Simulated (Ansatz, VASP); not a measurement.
One calculation of SnO, two programs

```xyz
8
Lattice="3.8206 0.0000 0.0000 0.0000 3.8206 0.0000 0.0000 0.0000 22.2281" Properties=species:S:1:pos:R:3 pbc="T T T"
Sn    2.8654    0.9551    4.5000
Sn    0.9551    2.8654    6.8641
Sn    2.3879    4.7757   11.1141
Sn    4.2981    2.8654   13.4781
O     0.9551    0.9551    5.6820
O     2.8654    2.8654    5.6820
O     4.2981    4.7757   12.2961
O     2.3878    2.8654   12.2961
```

Alike in both runs: task single point; functional PBE; dispersion D3(BJ); k mesh 7 × 7 × 1; occupations gaussian, width 0.05 eV; no spin polarisation.

|  | VASP | Ansatz |
| --- | --- | --- |
| version | VASP 6.6.1 | Ansatz 0.2.0 |
| potentials or method | VASP PAW PBE potentials, release 64 (Sn_d, O), cutoff 520 eV | scalar-relativistic, plane waves, PAW |
| valence electrons in the cell | 80 | 80 |

Ansatz gave:

| Quantity | Value |
| --- | --- |
| gap on the k mesh at the Fermi level (eV) | 2.62 |
| least direct gap on the mesh (eV) | 2.64 |
| rms of the force components (eV/Å) | 0.025 |

What did VASP give for the same quantities?

gap on the k mesh at the Fermi level (eV): 2.58; least direct gap on the mesh (eV): 2.60; rms of the force components (eV/Å): 0.053.

Ansatz's warnings: structure snapped to symmetry.
